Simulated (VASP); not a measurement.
Wanted: the native input for a VASP 6.6.1 run.

```
Task                   : single point
Functional             : PBE
Potentials or basis    : VASP PAW PBE potentials, release 64 (Ba_sv)
Cutoff                 : 520 eV
k mesh                 : 8 × 8 × 8
Occupations            : fermi-dirac, width 0.1 eV
Spin                   : no spin polarisation
Dipole correction      : no
Further INCAR settings : ALGO = Normal; EDIFF = 1e-07; NBANDS = 17
```

The structure of Ba lies in POSCAR:

```
Ba
1.0
    0.0000000000      3.6963664843      3.6963664843
    3.6963664843      0.0000000000      3.6963664843
    3.6963664843      3.6963664843      0.0000000000
Ba
2
Direct
    0.1250000000      0.1250000000      0.1250000000
    0.8750000000      0.8750000000      0.8750000000
```

This isn't the form of Ba at room conditions, which is bcc.

One way to write it, as run:

INCAR

```
  ALGO = Normal
  EDIFF = 1E-7
  ENCUT = 520
  GGA = PE
  ISIF = 2
  ISMEAR = -1
  LASPH = T
  LCHARG = T
  LELF = T
  LREAL = F
  LVHAR = T
  LWAVE = F
  NBANDS = 17
  NELM = 60
  PREC = Accurate
  SIGMA = 0.1
```

KPOINTS

```
k-points
0
Gamma
  8 8 8
```

Potentials or basis: VASP PAW PBE potentials, release 64 (Ba_sv).

Run with:

```sh
$ cat potpaw_PBE.64/Ba_sv/POTCAR > POTCAR
$ mpirun -np 1 vasp_std > vasp.out
```

Results of the run:

* Pressure: 2.2 GPa
* Band gap on the k mesh: zero (bands 10 and 11 overlap by 0.17 eV)

Caveat: spin-orbit coupling is left out, which moves the levels of the heavy elements.

Wall time 100 s on 1 thread of Intel Xeon 8259CL, on a shared host, peak memory 0.21 GiB.
